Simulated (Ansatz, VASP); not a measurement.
## Si in VASP and in Ansatz

```
Si
1.0
     3.84182    0.00000    0.00000
     0.00000    3.84182    0.00000
     0.00000    0.00000   22.79140
Si
6
Direct
  0.75000 0.00000 0.35101
  0.25000 0.00000 0.41061
  0.25000 0.50000 0.47020
  0.75000 0.50000 0.52980
  0.75000 0.00000 0.58939
  0.25000 0.00000 0.64899
```

Alike in both runs: task single point; functional PBEsol; k mesh 8 × 8 × 1; occupations fermi-dirac, width 0.02 eV; no spin polarisation.

```csv
,VASP,Ansatz
version,VASP 6.6.1,Ansatz 0.2.0
potentials or method,"VASP PAW PBE potentials, release 64 (Si)","PAW with Ansatz's default frozen-core files, scalar-relativistic"
plane-wave cutoff (eV),520,420
valence electrons in the cell,24,24
```

|  | VASP | Ansatz | Ansatz less VASP |
| --- | --- | --- | --- |
| rms of the force components (eV/Å) | 0.077 | 0.080 | +0.0025 |

VASP's potentials were made for PBE, not for PBEsol. Atom by atom the forces differ by 0.003 eV/Å (rms over components).
